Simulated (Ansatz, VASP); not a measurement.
**Sn3P4: VASP beside Ansatz**

```xyz
7
Lattice="5.3412 0.0000 0.0000 0.0000 5.3412 0.0000 0.0000 0.0000 6.7255" Properties=species:S:1:pos:R:3 pbc="T T T"
Sn    2.6706    2.6706    0.0000
Sn    0.0000    2.6706    0.0000
Sn    2.6706    0.0000    0.0000
P     0.9782    0.9782    3.3628
P     4.3630    4.3630    3.3628
P     4.3630    0.9782    3.3628
P     0.9782    4.3630    3.3628
```

Alike in both runs: task relaxation of cell and atoms; functional PBE; k mesh 4 × 4 × 4; occupations gaussian, width 0.1 eV; no spin polarisation.

|  | VASP | Ansatz |
| --- | --- | --- |
| version | VASP 6.6.1 | Ansatz 0.2.0 |
| potentials or method | VASP PAW PBE potentials, release 64 (Sn_d, P), cutoff 600 eV | scalar-relativistic, plane waves, PAW |
| valence electrons in the cell | 62 | 62 |

VASP gave:

- gap on the k mesh at the Fermi level, each at its own relaxed structure (eV): none
- relaxed volume (Å³/atom): 22.69
- relaxed cell length with the largest relative difference (Å): 3.884

Problem. Estimate Ansatz's values.

Solution. gap on the k mesh at the Fermi level, each at its own relaxed structure (eV): none; relaxed volume (Å³/atom): 22.61; relaxed cell length with the largest relative difference (Å): 3.869.

A gap of «none» marks a metal or a gap that the smearing closes.

Noted on VASP's run: the volume moved by over 15 % at a fixed basis, so the end points are rough.
